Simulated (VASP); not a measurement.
Write the native input for VASP 6.6.1 that does the following.

* Task: single point
* Functional: PBE
* Potentials or basis: VASP PAW PBE potentials, release 64 (Bi_d, Pt)
* Cutoff: 520 eV
* k mesh: 6 × 6 × 6
* Occupations: methfessel-paxton, width 0.1 eV
* Spin: no spin polarisation
* Dipole correction: no
* Further INCAR settings: ALGO = Normal; EDIFF = 1e-06; NBANDS = 30

The structure of BiPt3 lies in POSCAR:

```
BiPt3
1.0
    4.2210957013      0.0000000000      0.0000000000
    0.0000000000      4.2210957013      0.0000000000
    0.0000000000      0.0000000000      4.2210957013
Bi Pt
1 3
Direct
    0.0000000000      0.0000000000      0.0000000000
    0.0000000000      0.5000000000      0.5000000000
    0.5000000000      0.0000000000      0.5000000000
    0.5000000000      0.5000000000      0.0000000000
```

The input as run:

INCAR

```
SYSTEM = BiPt3
PREC     = Accurate       ! precision mode
ENCUT    = 520            ! plane-wave cutoff, eV
EDIFF    = 1E-6           ! SCF threshold, eV
ISMEAR   = 1              ! smearing method
SIGMA    = 0.1            ! smearing width, eV
LREAL    = .FALSE.        ! projectors in reciprocal space
LASPH    = .TRUE.         ! aspherical terms in the spheres
NELM     = 60             ! most SCF steps
ALGO     = Normal         ! electronic algorithm
ISIF     = 2              ! what is computed and relaxed
LWAVE    = .FALSE.        ! write WAVECAR
LCHARG   = .TRUE.         ! write CHGCAR
GGA      = PE             ! functional
LELF     = .TRUE.         ! ELF
LVHAR    = .TRUE.       
NBANDS   = 30             ! bands
```

KPOINTS

```
Automatic mesh
0
G
  6 6 6
  0 0 0
```

Potentials or basis: VASP PAW PBE potentials, release 64 (Bi_d, Pt).

The run is started by

```console
$ cat potpaw_PBE.64/Bi_d/POTCAR potpaw_PBE.64/Pt/POTCAR > POTCAR
$ mpirun -np 1 vasp_std > vasp.out
```

It gave:

```
Pressure : -4.9 GPa
```

It took 18 s on 1 thread of Intel(R) Xeon(R) Platinum 8488C (Sapphire Rapids), on a shared host, peak memory 0.19 GiB.
